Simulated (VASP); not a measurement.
# Zr3CdC (Pm-3m) in VASP: further runs, part 2 of 2

VASP 6.6.1. Earlier steps stand in the parts before.

## (3) Single point, PBE (17.39 Å³/atom)

This run uses another cell than the first one, of 17.39 Å³/atom.

INCAR reads:

```
SYSTEM = Zr3CdC
PREC = Accurate ; ENCUT = 520
EDIFF = 1E-7 ; ISMEAR = 0
SIGMA = 0.1 ; LREAL = .FALSE.
LASPH = .TRUE. ; NELM = 100
ALGO = Normal ; ISIF = 2
LWAVE = .FALSE. ; LCHARG = .FALSE.
GGA = PE ; NBANDS = 34
```

KPOINTS reads:

```
regular mesh
0
G
  8 8 8
  0 0 0
```

POSCAR reads:

```
Zr3CdC
1.0
    4.4306071967      0.0000000000      0.0000000000
    0.0000000000      4.4306071967      0.0000000000
    0.0000000000      0.0000000000      4.4306071967
Zr Cd C
3 1 1
Direct
    0.0000000000      0.5000000000      0.5000000000
    0.5000000000      0.0000000000      0.5000000000
    0.5000000000      0.5000000000      0.0000000000
    0.0000000000      0.0000000000      0.0000000000
    0.5000000000      0.5000000000      0.5000000000
```

Potentials or basis: VASP PAW PBE potentials, release 64 (Zr_sv, Cd, C).

Started as:

```console
cat potpaw_PBE.64/Zr_sv/POTCAR potpaw_PBE.64/Cd/POTCAR potpaw_PBE.64/C/POTCAR > POTCAR
mpirun -np 1 vasp_std > vasp.out
```

OUTCAR:

```text
SYSTEM = Zr3CdC
   PREC = Accurate
   ENCUT = 520
   EDIFF = 1E-7
   ISMEAR = 0
   LREAL = .FALSE.
   LASPH = .TRUE.
   NELM = 100
   ISIF = 2
   GGA = PE

 ion  position               nearest neighbor table
   1  0.000  0.500  0.500-   5 2.22   5 2.22   4 3.13   2 3.13   3 3.13   4 3.13   2 3.13   4 3.13
                             4 3.13   2 3.13   3 3.13   3 3.13   3 3.13   2 3.13
   2  0.500  0.000  0.500-   5 2.22   5 2.22   4 3.13   1 3.13   3 3.13   4 3.13   1 3.13   3 3.13
                             3 3.13   3 3.13   1 3.13   4 3.13   4 3.13   1 3.13
   3  0.500  0.500  0.000-   5 2.22   5 2.22   4 3.13   1 3.13   1 3.13   2 3.13   2 3.13   2 3.13
                             4 3.13   2 3.13   1 3.13   4 3.13   1 3.13   4 3.13
   4  0.000  0.000  0.000-   1 3.13   2 3.13   3 3.13   1 3.13   2 3.13   1 3.13   3 3.13   1 3.13
                             2 3.13   3 3.13   2 3.13   3 3.13
   5  0.500  0.500  0.500-   1 2.22   2 2.22   3 2.22   3 2.22   2 2.22   1 2.22

  LATTYP: Found a simple cubic cell.
 ALAT       =     4.4306071967

  Lattice vectors:

 A1 = (   4.4306071967,   0.0000000000,   0.0000000000)
 A2 = (   0.0000000000,   4.4306071967,   0.0000000000)
 A3 = (   0.0000000000,   0.0000000000,   4.4306071967)

Analysis of symmetry for initial positions (statically):
[... 188 lines left out ...]
  band No.  band energies     occupation
      1     -40.0779      2.00000
      2     -39.8800      2.00000
      3     -39.8800      2.00000
      4     -18.5426      2.00000
      5     -18.5426      2.00000
      6     -18.5426      2.00000
[... 877 lines left out ...]
     33      11.9382      0.00000
     34      12.4463      0.00000

 [... further k-points ...]

------------------------ aborting loop because EDIFF is reached ----------------------------------------

  FORCE on cell =-STRESS in cart. coord.  units (eV):
  Direction    XX          YY          ZZ          XY          YZ          ZX
  --------------------------------------------------------------------------------------
  -------------------------------------------------------------------------------------
  Total        8.2283687      8.2283687      8.2283687     -0.0000000     -0.0000000      0.0000000
  in kB      151.5774447    151.5774447    151.5774447     -0.0000000     -0.0000000      0.0000000
  external PRESSURE =     151.5774447 kB  Pullay stress =       0.0000000 kB

 VOLUME and BASIS-vectors are now :
 -----------------------------------------------------------------------------
  energy-cutoff  :      520.00
  volume of cell :       86.97
      direct lattice vectors                 reciprocal lattice vectors
     4.430607197  0.000000000  0.000000000     0.225702698  0.000000000  0.000000000
     0.000000000  4.430607197  0.000000000     0.000000000  0.225702698  0.000000000
     0.000000000  0.000000000  4.430607197     0.000000000  0.000000000  0.225702698

 POSITION                                       TOTAL-FORCE (eV/Angst)
 -----------------------------------------------------------------------------------
      0.00000      2.21530      2.21530         0.000000      0.000000      0.000000
      2.21530      0.00000      2.21530         0.000000      0.000000      0.000000
      2.21530      2.21530      0.00000         0.000000      0.000000      0.000000
      0.00000      0.00000      0.00000         0.000000      0.000000      0.000000
      2.21530      2.21530      2.21530         0.000000      0.000000      0.000000
 -----------------------------------------------------------------------------------
    total drift:                                0.000000      0.000000      0.000000

  FREE ENERGIE OF THE ION-ELECTRON SYSTEM (eV)
  ---------------------------------------------------
  free  energy   TOTEN  =       -37.4363928161 eV

  energy  without entropy=      -37.4228627583  energy(sigma->0) =      -37.42962779
```

OSZICAR:

```text
N       E                     dE             d eps       ncg     rms          rms(c)
DAV:   1     0.520380146254E+03    0.52038E+03   -0.28259E+04  2412   0.155E+03
DAV:   2    -0.229842519270E+01   -0.52268E+03   -0.50842E+03  2620   0.455E+02
DAV:   3    -0.417558783282E+02   -0.39457E+02   -0.38695E+02  3744   0.104E+02
DAV:   4    -0.444883935383E+02   -0.27325E+01   -0.27251E+01  3350   0.226E+01
DAV:   5    -0.445778952996E+02   -0.89502E-01   -0.89479E-01  3370   0.378E+00    0.307E+01
DAV:   6    -0.374243441633E+02    0.71536E+01   -0.34124E+01  3058   0.275E+01    0.120E+01
DAV:   7    -0.374683878725E+02   -0.44044E-01   -0.27718E+00  3484   0.665E+00    0.593E+00
DAV:   8    -0.374480020000E+02    0.20386E-01   -0.39814E-01  2820   0.263E+00    0.122E+00
DAV:   9    -0.374379195597E+02    0.10082E-01   -0.13847E-01  3062   0.129E+00    0.540E-01
DAV:  10    -0.374362302986E+02    0.16893E-02   -0.15653E-02  3004   0.608E-01    0.128E-01
DAV:  11    -0.374364006678E+02   -0.17037E-03   -0.10042E-03  3122   0.186E-01    0.371E-02
DAV:  12    -0.374363918214E+02    0.88465E-05   -0.65743E-05  2934   0.456E-02    0.111E-02
DAV:  13    -0.374363923534E+02   -0.53199E-06   -0.61079E-06  3356   0.126E-02    0.456E-03
DAV:  14    -0.374363932485E+02   -0.89514E-06   -0.14355E-06  2766   0.581E-03    0.194E-03
DAV:  15    -0.374363928605E+02    0.38797E-06   -0.14801E-07  1608   0.249E-03    0.403E-04
DAV:  16    -0.374363928161E+02    0.44447E-07   -0.52633E-08  1418   0.951E-04
   1 F= -.37436393E+02 E0= -.37429628E+02  d E =-.135301E-01
```

stdout:

```text
POSCAR found type information on POSCAR ZrCdC
 POSCAR found :  3 types and       5 ions
 scaLAPACK will be used
 LDA part: xc-table for (Slater+PW92), standard interpolation
 POSCAR, INCAR and KPOINTS ok, starting setup
 FFT: planning ... GRIDC
 FFT: planning ... GRID_SOFT
 FFT: planning ... GRID
 WAVECAR not read
 entering main loop
```

Run time: 45 s. Hardware: 1 thread of Intel Xeon 6975P-C (Granite Rapids), shared host; peak memory 0.25 GiB.

What came out:

```
Free energy            : -37.4364 eV
Pressure               : 15.2 GPa
Band gap on the k mesh : zero (bands 26 and 27 overlap by 1.66 eV)
```

Caveat: the cell stands under pressure.

## (4) Single point, PBE (17.97 Å³/atom)

This run uses another cell than the first one, of 17.97 Å³/atom.

INCAR reads:

```
PREC = Accurate
ENCUT = 520
EDIFF = 1E-7
ISMEAR = 0
SIGMA = 0.1
LREAL = False
LASPH = True
NELM = 80
ALGO = Normal
ISIF = 2
LWAVE = False
LCHARG = False
GGA = PE
NBANDS = 34
```

KPOINTS reads:

```
Automatic mesh
0
Gamma
  8 8 8
```

POSCAR: that of step 3 with these lines changed.

```diff
@@ -2,5 +2,5 @@
 1.0
-    4.4306071967      0.0000000000      0.0000000000
-    0.0000000000      4.4306071967      0.0000000000
-    0.0000000000      0.0000000000      4.4306071967
+    4.4787697439      0.0000000000      0.0000000000
+    0.0000000000      4.4787697439      0.0000000000
+    0.0000000000      0.0000000000      4.4787697439
 Zr Cd C
```

Started as:

```console
cat potpaw_PBE.64/Zr_sv/POTCAR potpaw_PBE.64/Cd/POTCAR potpaw_PBE.64/C/POTCAR > POTCAR
mpirun -np 1 vasp_std > vasp.out
```

Run time: 53 s. Hardware: 1 thread of Intel Xeon 6975P-C (Granite Rapids), shared host; peak memory 0.25 GiB.

The run converged. Its results:

- Free energy: -37.6558 eV
- Pressure: 9.4 GPa
- Band gap on the k mesh: zero (bands 26 and 27 overlap by 1.68 eV)

Levels at points of the mesh, in eV from the Fermi level:
```tsv
k point	band 24	band 25	band 26	band 27	band 28	band 29
(0.00, 0.00, 0.00)	-1.21	-0.93	-0.93	-0.93	2.63	2.63
(0.50, 0.00, 0.00)	-1.24	-1.09	-1.09	0.26	1.10	1.82
(0.50, 0.50, 0.00)	-1.81	-1.30	0.72	0.72	0.73	0.73
(0.50, 0.50, 0.50)	-0.07	-0.07	0.75	0.75	0.75	0.87
```

Caveat: the cell stands under pressure.

## (5) Single point, PBE (18.54 Å³/atom)

This run uses another cell than the first one, of 18.54 Å³/atom.

INCAR reads:

```
PREC = Accurate ; ENCUT = 520
EDIFF = 1E-7 ; ISMEAR = 0
SIGMA = 0.1 ; LREAL = F
LASPH = T ; NELM = 80
ALGO = Normal ; ISIF = 2
LWAVE = F ; LCHARG = F
GGA = PE ; NBANDS = 34
```

KPOINTS reads:

```
regular mesh
0
Gamma
  8 8 8
```

POSCAR: that of step 4 with these lines changed.

```diff
@@ -2,5 +2,5 @@
 1.0
-    4.4787697439      0.0000000000      0.0000000000
-    0.0000000000      4.4787697439      0.0000000000
-    0.0000000000      0.0000000000      4.4787697439
+    4.5259181533      0.0000000000      0.0000000000
+    0.0000000000      4.5259181533      0.0000000000
+    0.0000000000      0.0000000000      4.5259181533
 Zr Cd C
```

Started as:

```console
cat potpaw_PBE.64/Zr_sv/POTCAR potpaw_PBE.64/Cd/POTCAR potpaw_PBE.64/C/POTCAR > POTCAR
mpirun -np 1 vasp_std > vasp.out
```

Wall time 57 s (1 thread of Intel Xeon 6975P-C (Granite Rapids), shared host); peak memory 0.25 GiB.

It converged, with:

```
Free energy            : -37.7792 eV
Pressure               : 4.4 GPa
Band gap on the k mesh : zero (bands 26 and 27 overlap by 1.73 eV)
```

Levels at points of the mesh, in eV from the Fermi level:
| k point | band 22 | band 23 | band 24 | band 25 | band 26 | band 27 | band 28 | band 29 | band 30 | band 31 |
| --- | --- | --- | --- | --- | --- | --- | --- | --- | --- | --- |
| (0.00, 0.00, 0.00) | -1.40 | -1.19 | -1.19 | -1.00 | -1.00 | -1.00 | 2.53 | 2.53 | 2.53 | 2.88 |
| (0.50, 0.00, 0.00) | -1.93 | -1.93 | -1.18 | -1.06 | -1.06 | 0.23 | 1.06 | 1.75 | 2.26 | 2.26 |
| (0.50, 0.50, 0.00) | -2.75 | -1.77 | -1.77 | -1.24 | 0.70 | 0.70 | 0.70 | 0.70 | 1.98 | 2.05 |
| (0.50, 0.50, 0.50) | -4.55 | -0.11 | -0.11 | -0.11 | 0.73 | 0.73 | 0.73 | 0.82 | 0.82 | 0.82 |

Caveat: the cell stands under pressure.

## (6) The runs side by side

```csv
cell,gap on the mesh (eV),pressure (GPa)
"a = 4.381 Å, 5 atoms",none,21.9
"a = 4.431 Å, 5 atoms",none,15.2
"a = 4.479 Å, 5 atoms",none,9.4
"a = 4.526 Å, 5 atoms",none,4.4
```

Alike in all rows: task single point; level PBE; potentials or basis VASP PAW PBE potentials, release 64 (Zr_sv, Cd, C); no spin polarisation; k mesh 8 × 8 × 8; cutoff (eV) 520; smearing gaussian 0.1 eV.

Caveats: the cell stands under pressure.

Absolute energies hang on the potentials; compare differences alone.
